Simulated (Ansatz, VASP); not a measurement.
Si4Mo3 in VASP and in Ansatz

INCAR

```
SYSTEM = Si4Mo3
PREC = Accurate
ENCUT = 500
EDIFF = 1E-7
ISMEAR = 0
SIGMA = 0.2
LREAL = .FALSE.
LASPH = .TRUE.
NELM = 120
ALGO = Normal
ISIF = 3
LWAVE = .FALSE.
LCHARG = .FALSE.
GGA = PE
IBRION = 2
NSW = 36
EDIFFG = -0.08
GGA_COMPAT = .FALSE.
NELMIN = 4
```

Contents of KPOINTS:

```
regular mesh
0
G
  4 4 4
  0 0 0
```

The input POSCAR:

```
Si4Mo3
1.0
    4.5289747000      0.0000000000      0.0000000000
    0.0000000000      4.5289747000      0.0000000000
    0.0000000000      0.0000000000      4.5289747000
Si Mo
4 3
Direct
    0.5000000000      0.5000000000      0.5000000000
    0.5000000000      0.0000000000      0.0000000000
    0.0000000000      0.5000000000      0.0000000000
    0.0000000000      0.0000000000      0.5000000000
    0.5000000000      0.5000000000      0.0000000000
    0.0000000000      0.5000000000      0.5000000000
    0.5000000000      0.0000000000      0.5000000000
```

Input for Ansatz:

```yaml
crystal:
  lattice:
    - [4.5289747, 0.0, 0.0]
    - [0.0, 4.5289747, 0.0]
    - [0.0, 0.0, 4.5289747]
  atoms:
    - { symbol: Si, position: [0.5, 0.5, 0.5] }
    - { symbol: Si, position: [0.5, 0.0, 0.0] }
    - { symbol: Si, position: [0.0, 0.5, 0.0] }
    - { symbol: Si, position: [0.0, 0.0, 0.5] }
    - { symbol: Mo, position: [0.5, 0.5, 0.0] }
    - { symbol: Mo, position: [0.0, 0.5, 0.5] }
    - { symbol: Mo, position: [0.5, 0.0, 0.5] }
basis:
  ecutwfc: 420
kpoints:
  mp_grid: { grid: [4, 4, 4] }
hamiltonian:
  xc: pbe
scf:
  occupations: { method: gaussian, width: 0.2 }
  lower_state_search: "off"
output:
  forces: true
  stress: true
  eigenvalues: true
relax:
  adjacent_minimum: "off"
  f_tol: 0.08
  max_steps: 16
  cell: { stress_tol: 0.8 }
```

Change from the starting cell: species swapped into the W3N4 type (Pm-3m, No. 221).

Alike in both runs: task relaxation of cell and atoms; functional PBE; k mesh 4 × 4 × 4; occupations gaussian, width 0.2 eV; no spin polarisation.

```csv
,VASP,Ansatz
version,VASP 6.6.1,Ansatz 0.2.0
potentials or method,"VASP PAW PBE potentials, release 64 (Si, Mo_sv), cutoff 500 eV","scalar-relativistic, plane waves, PAW"
valence electrons in the cell,58,58
```

Ansatz gave:

| Quantity | Value |
| --- | --- |
| gap on the k mesh at the Fermi level, each at its own relaxed structure (eV) | none |
| relaxed volume (Å³/atom) | 17.28 |
| relaxed cell length with the largest relative difference (Å) | 4.946 |

**Question.** Estimate VASP's values.

**Answer.** gap on the k mesh at the Fermi level, each at its own relaxed structure (eV): none; relaxed volume (Å³/atom): 17.30; relaxed cell length with the largest relative difference (Å): 4.947.

A gap of «none» marks a metal or a gap that the smearing closes.

Noted on VASP's run: the volume moved by over 15 % at a fixed basis, so the end points are rough.
